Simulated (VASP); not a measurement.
SiO2, 9 atoms in the cell. Symmetry: P6_222, No. 180, hexagonal system. The conventional cell has a = 5.156 Å, b = 5.156 Å, c = 5.640 Å, α = 90.00°, β = 90.00°, γ = 120.00°. Within 2.2 Å of Si (site symmetry 222) lie 4 O at 1.64 Å. Within 2.2 Å of O (site symmetry 2) lie 2 Si at 1.64 Å. 

| Item | Value |
| --- | --- |
| Program | VASP 6.6.1 |
| Task | single point |
| Functional | PBE |
| Potentials or basis | VASP PAW PBE potentials, release 64 (Si, O) |
| Cutoff | 520 eV |
| k mesh | 6 × 6 × 4 |
| Occupations | gaussian, width 0.01 eV |
| Spin | no spin polarisation |
| Dipole correction | no |
| Further INCAR settings | ALGO = Normal; EDIFF = 1e-07; NBANDS = 34 |

Potentials or basis: VASP PAW PBE potentials, release 64 (Si, O).

Command:

```bash
$ cat potpaw_PBE.64/Si/POTCAR potpaw_PBE.64/O/POTCAR > POTCAR
$ mpirun -np 1 vasp_std > vasp.out
```

Hardware: 1 thread of Intel(R) Xeon(R) 6975P-C (Granite Rapids) (shared host).

Question: Estimate the wall time of this run.

Answer: Run time: 38 s on 1 thread of Intel(R) Xeon(R) 6975P-C (Granite Rapids), with other jobs on the host, peak memory 0.26 GiB. Counts: scf iterations 15, k points 21.
